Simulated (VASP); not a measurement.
Here is a VASP 6.6.1 calculation.

INCAR

```
SYSTEM = OsCl3
PREC = Accurate
ENCUT = 520
EDIFF = 1E-7
ISMEAR = 0
SIGMA = 0.05
LREAL = .False.
LASPH = .True.
NELM = 150
ALGO = Normal
ISIF = 2
LWAVE = .False.
LCHARG = .True.
ISPIN = 2
MAGMOM = 1.8 0.12 0.12 0.12
LORBIT = 11
LMAXMIX = 4
LDAU = .True.
LDAUTYPE = 2
LDAUL = 2 -1
LDAUU = 1 0
LDAUJ = 0 0
LDAUPRINT = 1
GGA = PE
LELF = .True.
LVHAR = .True.
NBANDS = 26
```

The input KPOINTS:

```
regular mesh
0
Gamma
  4 4 4
  0 0 0
```

File POSCAR:

```
OsCl3
1.0
    4.9123188200      0.0000000000      0.0000000000
    0.0000000000      4.9123188200      0.0000000000
    0.0000000000      0.0000000000      4.9123188200
Os Cl
1 3
Direct
    0.0000000000      0.0000000000      0.0000000000
    0.5000000000      0.0000000000      0.0000000000
    0.0000000000      0.0000000000      0.5000000000
    0.0000000000      0.5000000000      0.0000000000
```

Potentials or basis: VASP PAW PBE potentials, release 64 (Os, Cl).

Run with:

```sh
$ cat potpaw_PBE.64/Os/POTCAR potpaw_PBE.64/Cl/POTCAR > POTCAR
$ mpirun -np 1 vasp_std > vasp.out
```

(1) What does it give for the net moment?

(2) Predict the pressure.

(3) Predict the site moments.

## Answers

(1) 2.47 μB per cell.

(2) -3.4 GPa.

(3) Os +2.10; Cl +0.09 μB.
